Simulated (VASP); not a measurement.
# InP (F-43m) in VASP: a series of runs, part 2 of 3

VASP 6.6.1. The steps go on from the part before.

## Step 3: Single point, LDA (volume scaled by 1.02)

Contents of INCAR:

```
ALGO = Normal ; EDIFF = 1E-7
ENCUT = 520 ; GGA = CA
ISIF = 2 ; ISMEAR = -1
LASPH = T ; LCHARG = F
LREAL = F ; LWAVE = F
NBANDS = 16 ; NELM = 100
PREC = Accurate ; SIGMA = 0.05
```

Contents of KPOINTS:

```
k-points
0
Gamma
  8 8 8
```

Contents of POSCAR:

```
InP
1.0
    0.0000000000      2.9499078504      2.9499078504
    2.9499078504      0.0000000000      2.9499078504
    2.9499078504      2.9499078504      0.0000000000
In P
1 1
Direct
    0.0000000000      0.0000000000      0.0000000000
    0.7500000000      0.7500000000      0.7500000000
```

Potentials or basis: VASP PAW LDA potentials, release 64 (In_d, P).

Command:

```console
$ cat potpaw_LDA.64/In_d/POTCAR potpaw_LDA.64/P/POTCAR > POTCAR
$ mpirun -np 1 vasp_std > vasp.out
```

OUTCAR:

```text
EDIFF = 1E-7
   ENCUT = 520
   GGA = CA
   ISIF = 2
   ISMEAR = -1
   LASPH = T
   LREAL = F
   NELM = 100
   PREC = Accurate

 ion  position               nearest neighbor table
   1  0.000  0.000  0.000-   2 2.55   2 2.55   2 2.55   2 2.55
   2  0.750  0.750  0.750-   1 2.55   1 2.55   1 2.55   1 2.55

  LATTYP: Found a face centered cubic cell.
 ALAT       =     5.8998157008

  Lattice vectors:

 A1 = (   0.0000000000,   2.9499078504,   2.9499078504)
 A2 = (   2.9499078504,   0.0000000000,   2.9499078504)
 A3 = (   2.9499078504,   2.9499078504,   0.0000000000)

Analysis of symmetry for initial positions (statically):
=====================================================================
 Subroutine PRICEL returns:
 Original cell was already a primitive cell.

 Routine SETGRP: Setting up the symmetry group for a
 face centered cubic supercell.

 Subroutine GETGRP returns: Found 24 space group operations
 (whereof 24 operations were pure point group operations)
 out of a pool of 48 trial point group operations.

The static configuration has the point symmetry T_d .

Analysis of symmetry for dynamics (positions and initial velocities):
=====================================================================
 Subroutine PRICEL returns:
 Original cell was already a primitive cell.

 Routine SETGRP: Setting up the symmetry group for a
 face centered cubic supercell.

 Subroutine GETGRP returns: Found 24 space group operations
 (whereof 24 operations were pure point group operations)
 out of a pool of 48 trial point group operations.

The dynamic configuration has the point symmetry T_d .

 Subroutine INISYM returns: Found 24 space group operations
 (whereof 24 operations are pure point group operations),
 and found     1 'primitive' translations

----------------------------------------------------------------------------------------

                                     Primitive cell

  volume of cell :      51.3399

  direct lattice vectors                    reciprocal lattice vectors
     0.000000000  2.949907850  2.949907850    -0.169496820  0.169496820  0.169496820
     2.949907850  0.000000000  2.949907850     0.169496820 -0.169496820  0.169496820
     2.949907850  2.949907850  0.000000000     0.169496820  0.169496820 -0.169496820

  length of vectors
     4.171799690  4.171799690  4.171799690     0.293577104  0.293577104  0.293577104

  position of ions in fractional coordinates (direct lattice)
     0.000000000  0.000000000  0.000000000
     0.750000000  0.750000000  0.750000000

  ion indices of the primitive-cell ions
   primitive index   ion index
                 1           1
                 2           2

----------------------------------------------------------------------------------------

 KPOINTS: k-points

Automatic generation of k-mesh.
 Grid dimensions read from file:
 generate k-points for:    8    8    8

 Generating k-lattice:

  Cartesian coordinates                     Fractional coordinates (reciprocal lattice)
    -0.021187103  0.021187103  0.021187103     0.125000000  0.000000000  0.000000000
     0.021187103 -0.021187103  0.021187103     0.000000000  0.125000000  0.000000000
     0.021187103  0.021187103 -0.021187103     0.000000000  0.000000000  0.125000000

  Length of vectors
     0.036697138  0.036697138  0.036697138

  Shift w.r.t. Gamma in fractional coordinates (k-lattice)
     0.000000000  0.000000000  0.000000000

 Subroutine IBZKPT returns following result:
 ===========================================

 Found     29 irreducible k-points:

 Following reciprocal coordinates:
            Coordinates               Weight
  0.000000  0.000000  0.000000      1.000000
  0.125000  0.000000  0.000000      8.000000
  0.250000  0.000000  0.000000      8.000000
  0.375000  0.000000  0.000000      8.000000
  0.500000  0.000000  0.000000      4.000000
  0.125000  0.125000  0.000000      6.000000
[... 16 lines left out ...]
  0.500000  0.250000  0.125000     48.000000
 -0.375000  0.250000  0.125000     24.000000
 [... further k-points ...]
   k-points           NKPTS =     29   k-points in BZ     NKDIM =     29   number of bands    NBANDS=     16
   number of dos      NEDOS =    301   number of ions     NIONS =      2
   total plane-waves  NPLWV =  32768
   dimension x,y,z NGX =    32 NGY =   32 NGZ =   32
   dimension x,y,z NGXF=    64 NGYF=   64 NGZF=   64
   ions per type =               1   1
   NGX,Y,Z   is equivalent  to a cutoff of  12.75, 12.75, 12.75 a.u.
   NGXF,Y,Z  is equivalent  to a cutoff of  25.50, 25.50, 25.50 a.u.
 SYSTEM =  unknown system
   PREC   = accura    normal or accurate (medium, high low for compatibility)
   ISTART =      0    job   : 0-new  1-cont  2-samecut
   ICHARG =      2    charge: 1-file 2-atom 10-const
   ISPIN  =      1    spin polarized calculation?
   LNONCOLLINEAR =      F non collinear calculations
   LSORBIT =      F    spin-orbit coupling
   LASPH  =      T    aspherical Exc in radial PAW
   ENCUT  =  520.0 eV  38.22 Ry    6.18 a.u.   7.76  7.76  7.76*2*pi/ulx,y,z
   NELM   =    100;   NELMIN=  2; NELMDL= -5     # of ELM steps
   EDIFF  = 0.1E-06   stopping-criterion for ELM
   LREAL  =      F    real-space projection
   EDIFFG = 0.1E-05   stopping-criterion for IOM
   NSW    =      0    number of steps for IOM
   IBRION =     -1    ionic relax: 0-MD 1-quasi-New 2-CG
   NFREE  =      0    steps in history (QN), initial steepest desc. (CG)
   ISIF   =      2    stress and relaxation
   ISYM   =      2    0-nonsym 1-usesym 2-fastsym
   POTIM  = 0.5000    time-step for ionic-motion
   TEBEG  =    0.0;   TEEND  =   0.0 temperature during run
   PSTRESS=    0.0 pullay stress
   NELECT =      18.0000    total number of electrons
   NUPDOWN=      -1.0000    fix difference up-down
   EMIN   =  10.00;   EMAX   =-10.00  energy-range for DOS
   EFERMI =   0.00;   METHOD = LEGACY
   ISMEAR =    -1;   SIGMA  =   0.05  broadening in eV -4-tet -1-fermi 0-gaus
   EFERMI_NEDOS =   21; number of points for ismear=-14 and -15
   IALGO  =     38    algorithm
   IMIX   =      4    mixing-type and parameters
     AMIX     =   0.40;   BMIX     =  1.00
     AMIX_MAG =   1.60;   BMIX_MAG =  1.00
  volume/ion in A,a.u.               =      25.67       173.23
  Fermi-wavevector in a.u.,A,eV,Ry     =   1.154376  2.181454 18.130899  1.332584
  Thomas-Fermi vector in A             =   2.291013
   LORBIT       =      0    0 simple, 1 ext, 2 COOP (PROOUT), +10 PAW based schemes
   GGA     = CA    functional components
   LHFCALC =     F    Hartree Fock is set to
   AEXX    =    0.0000 exact exchange contribution
   IVDW    =     0    specifies the selected vdW correction
   LEPSILON=     F    determine dielectric tensor
   LRPA    =     F    only Hartree local field effects (RPA)
 non-spin polarized calculation
  energy-cutoff  :      520.00
  volume of cell :       51.34
 maximum number of plane-waves:      1411
   NGX = 15   NGY = 15   NGZ = 15

 number of electron      18.0000008 magnetization

 Free energy of the ion-electron system (eV)
  ---------------------------------------------------
  ext. energy  EPLUGINS =         0.00000000
  ---------------------------------------------------
  free energy    TOTEN  =        -9.65809389 eV

  energy without entropy =       -9.65802599  energy(sigma->0) =       -9.65805994

 E-fermi :   5.0263     XC(G=0):  -9.5257

 val. band max:        4.7928570140   @ k =   0.0000   0.0000   0.0000
 cond. band min:       5.1957082305   @ k =   0.0000   0.0000   0.0000
 fundamental gap:      0.4028512164
 Fermi energy:         5.0262679113

 k-point     1 :       0.0000    0.0000    0.0000
  band No.  band energies     occupation
      1      -9.3539      2.00000
      2      -9.3539      2.00000
      3      -9.3539      2.00000
      4      -9.2086      2.00000
      5      -9.2086      2.00000
      6      -6.6181      2.00000
[... 8 lines left out ...]
     15      14.2101      0.00000
     16      14.2101      0.00000
[... 419 lines left out ...]
 k-point    24 :      -0.3750    0.2500    0.1250
  band No.  band energies     occupation
      1      -9.4765      2.00000
      2      -9.3082      2.00000
      3      -9.2889      2.00000
      4      -9.2140      2.00000
      5      -9.1964      2.00000
      6      -4.6169      2.00000
[... 8 lines left out ...]
     15      15.3065      0.00000
     16      15.9539      0.00000

 [... further k-points ...]

------------------------ aborting loop because EDIFF is reached ----------------------------------------

  FORCE on cell =-STRESS in cart. coord.  units (eV):
  Direction    XX          YY          ZZ          XY          YZ          ZX
  --------------------------------------------------------------------------------------
  -------------------------------------------------------------------------------------
  Total       -0.7797308     -0.7797308     -0.7797308     -0.0000000      0.0000000     -0.0000000
  in kB      -24.3332383    -24.3332383    -24.3332383     -0.0000000      0.0000000     -0.0000000
  external PRESSURE =     -24.3332383 kB  Pullay stress =       0.0000000 kB

 VOLUME and BASIS-vectors are now :
 -----------------------------------------------------------------------------
  energy-cutoff  :      520.00
  volume of cell :       51.34
      direct lattice vectors                 reciprocal lattice vectors
     0.000000000  2.949907850  2.949907850    -0.169496820  0.169496820  0.169496820
     2.949907850  0.000000000  2.949907850     0.169496820 -0.169496820  0.169496820
     2.949907850  2.949907850  0.000000000     0.169496820  0.169496820 -0.169496820

 POSITION                                       TOTAL-FORCE (eV/Angst)
 -----------------------------------------------------------------------------------
      0.00000      0.00000      0.00000        -0.000000      0.000000     -0.000000
      4.42486      4.42486      4.42486         0.000000     -0.000000      0.000000
 -----------------------------------------------------------------------------------
    total drift:                                0.000000      0.000000      0.000000

  FREE ENERGIE OF THE ION-ELECTRON SYSTEM (eV)
  ---------------------------------------------------
  free  energy   TOTEN  =        -9.6580938880 eV

  energy  without entropy=       -9.6580259902  energy(sigma->0) =       -9.65805994
```

Wall time 34 s (1 thread of Intel Xeon 8259CL, shared host); peak memory 0.16 GiB.

What came out:

* Free energy: -9.6581 eV
* Pressure: -2.4 GPa
* Band gap on the k mesh: 0.40 eV, direct

Caveat: spin-orbit coupling is left out, which moves the levels of the heavy elements.

(Continued in part 3 of 3.)
